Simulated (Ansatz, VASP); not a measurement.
# GaN: VASP beside Ansatz

Contents of INCAR:

```
SYSTEM = GaN
  PREC = Accurate
  ENCUT = 520
  EDIFF = 1E-6
  ISMEAR = 0
  SIGMA = 0.05
  LREAL = .FALSE.
  LASPH = .TRUE.
  NELM = 60
  ALGO = Normal
  ISIF = 2
  LWAVE = .FALSE.
  LCHARG = .FALSE.
  NBANDS = 26
```

File KPOINTS:

```
regular mesh
0
G
  12 12 6
  0 0 0
```

POSCAR

```
GaN
1.0
    3.1799996605      0.0000000000      0.0000000000
   -1.5899998303      2.7539604900      0.0000000000
    0.0000000000      0.0000000000      5.1660000000
Ga N
2 2
Direct
    0.3333333333      0.6666666667      0.0000000000
    0.6666666667      0.3333333333      0.5000000000
    0.3333333333      0.6666666667      0.3750000000
    0.6666666667      0.3333333333      0.8750000000
```

Input for Ansatz:

```yaml
crystal:
  lattice:
    - [3.1799996605, 0.0, 0.0]
    - [-1.5899998303, 2.75396049, 0.0]
    - [0.0, 0.0, 5.166]
  atoms:
    - { symbol: Ga, position: [0.3333333333, 0.6666666667, 0.0] }
    - { symbol: Ga, position: [0.6666666667, 0.3333333333, 0.5] }
    - { symbol: "N", position: [0.3333333333, 0.6666666667, 0.375] }
    - { symbol: "N", position: [0.6666666667, 0.3333333333, 0.875] }
basis:
  ecutwfc: 420
kpoints:
  mp_grid: { grid: [12, 12, 6] }
hamiltonian:
  xc: lda
scf:
  occupations: { method: gaussian, width: 0.05 }
output:
  forces: true
  stress: true
  eigenvalues: true
```

Alike in both runs: task single point; functional LDA; k mesh 12 × 12 × 6; occupations gaussian, width 0.05 eV; no spin polarisation.

```csv
,VASP,Ansatz
version,VASP 6.6.1,Ansatz 0.2.0
potentials or method,"VASP PAW LDA potentials, release 64 (Ga_d, N), cutoff 520 eV","scalar-relativistic, plane waves, PAW"
valence electrons in the cell,36,36
```

|  | VASP | Ansatz | Ansatz less VASP |
| --- | --- | --- | --- |
| gap on the k mesh at the Fermi level (eV) | 1.99 | 1.97 | -0.014 |
| least direct gap on the mesh (eV) | 1.99 | 1.97 | -0.014 |
| pressure (GPa) | -3.4 | -4.5 | -1.06 |
| traceless stress, the component that is largest in VASP (GPa) | 1.46 | 1.42 | -0.033 |
| rms of the force components (eV/Å) | 0.074 | 0.073 | -0.0009 |

LDA's correlation is that of Perdew and Zunger in VASP and of Perdew and Wang (1992) in Ansatz. Atom by atom the forces differ by 0.001 eV/Å (rms over components).
